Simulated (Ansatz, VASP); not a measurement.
**LiCl in VASP and in Ansatz**

POSCAR

```
LiCl
1.0
    0.0000000000      2.5998980650      2.4959021424
    2.5998980650      0.0000000000      2.4959021424
    2.5998980650      2.5998980650      0.0000000000
Li Cl
1 1
Direct
    0.0000000000      0.0000000000      0.0000000000
    0.5000000000      0.5000000000      0.5000000000
```

Contents of INCAR.step1:

```
SYSTEM = LiCl
ALGO = Normal
EDIFF = 1E-4
ENCUT = 520
GGA = PE
ISMEAR = 0
LASPH = .True.
LCHARG = .False.
LREAL = .False.
LWAVE = .True.
NBANDS = 12
NELM = 60
PREC = Accurate
SIGMA = 0.05
```

The input INCAR.step2:

```
SYSTEM = LiCl
ALGO = Normal
EDIFF = 1E-7
ENCUT = 520
ISIF = 2
ISMEAR = 0
ISTART = 1
LASPH = .True.
LCHARG = .False.
LMIXTAU = .True.
LREAL = .False.
LWAVE = .False.
METAGGA = R2SCAN
NBANDS = 12
NELM = 60
PREC = Accurate
SIGMA = 0.05
```

File KPOINTS:

```
k-points
0
Gamma
  8 8 8
  0 0 0
```

Input for Ansatz:

```yaml
crystal:
  lattice:
    - [0.0, 2.599898065, 2.4959021424]
    - [2.599898065, 0.0, 2.4959021424]
    - [2.599898065, 2.599898065, 0.0]
  atoms:
    - { symbol: Li, position: [0.0, 0.0, 0.0] }
    - { symbol: Cl, position: [0.5, 0.5, 0.5] }
basis:
  ecutwfc: 500
kpoints:
  mp_grid: { grid: [8, 8, 8] }
hamiltonian:
  xc: r2scan
scf:
  occupations: { method: gaussian, width: 0.05 }
output:
  forces: true
  stress: true
  eigenvalues: true
```

Alike in both runs: task single point; functional r2SCAN; k mesh 8 × 8 × 8; occupations gaussian, width 0.05 eV; no spin polarisation.

|  | VASP | Ansatz |
| --- | --- | --- |
| version | VASP 6.6.1 | Ansatz 0.2.0 |
| potentials or method | VASP PAW PBE potentials, release 64 (Li_sv, Cl), cutoff 520 eV | scalar-relativistic, plane waves, PAW |
| valence electrons in the cell | 10 | 10 |

|  | VASP | Ansatz | Ansatz less VASP |
| --- | --- | --- | --- |
| gap on the k mesh at the Fermi level (eV) | 7.25 | 7.19 | -0.066 |
| least direct gap on the mesh (eV) | 7.25 | 7.19 | -0.066 |

VASP's potentials were made for PBE, not for r2SCAN.

Noted on VASP's run: the cutoff is short for stress, so the pressure is rough.
